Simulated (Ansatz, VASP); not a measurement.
# Two plane-wave programs on Na

```
Na
1.0
     3.69010    0.00000    0.00000
    -1.84505    3.19572    0.00000
     0.00000    0.00000    6.02837
Na
2
Direct
  0.33333 0.66667 0.25000
  0.66667 0.33333 0.75000
```

Change from the starting cell: volume scaled by 0.94, PAW files.

Alike in both runs: task electric field gradients; functional PBEsol; k mesh 13 × 13 × 7; occupations fermi-dirac, width 0.05 eV; no spin polarisation.

|  | VASP | Ansatz |
| --- | --- | --- |
| version | VASP 6.6.1 | Ansatz 0.2.0 |
| potentials or method | VASP PAW PBE potentials, release 64 (Na_pv) | PAW with Ansatz's default frozen-core files, scalar-relativistic |
| plane-wave cutoff (eV) | 520 | 420 |
| valence electrons in the cell | 14 | 18 |

```csv
,VASP,Ansatz,Ansatz less VASP
pressure (GPa),0.2,0.2,0.00
"traceless stress, the component that is largest in VASP (GPa)",0.10,0.09,-0.001
size of Vzz on the site where it differs most (V/Å²),0.3,0.2,-0.06
```

VASP's potentials were made for PBE, not for PBEsol. VASP's potentials hold 14 valence electrons a cell and Ansatz's 18, so a difference there can come from the potentials and not from the codes.
